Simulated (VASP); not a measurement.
Crystal: Si2Ni.

```
CELL_PARAMETERS angstrom
0.00000 2.60956 2.60956
2.60956 0.00000 2.60956
2.60956 2.60956 0.00000
ATOMIC_POSITIONS crystal
Si 0.25000 0.25000 0.25000
Si 0.75000 0.75000 0.75000
Ni 0.00000 0.00000 0.00000
```

Base run:

```yaml
Program: VASP 6.6.1
Functional: PBE
Potentials_or_basis: VASP PAW PBE potentials, release 64 (Si, Ni)
Cutoff: 520 eV
k_mesh: 14 × 14 × 14
Occupations: gaussian, width 0.15 eV
Spin: collinear spin, ferromagnetic start
Starting_moments: "[0.0, 0.0, 0.75] μB"
Fixed_moment: 0.75 μB
```

Its results: pressure 27.9 GPa; site moments Si +0.10; Ni +0.35 μB.

Q: The run is repeated on the same cell with these changes: fixed moment from 0.75 μB to 0.25 μB; moments at the start from [0.0, 0.0, 0.75] to [0.0, 0.0, 0.25]. What comes out?

A: Pressure 24.7 GPa; site moments Si +0.03; Ni +0.13 μB.

Caveats: the cell stands under pressure; the total moment is fixed, so each spin has its own Fermi level and the state may be an excited one.
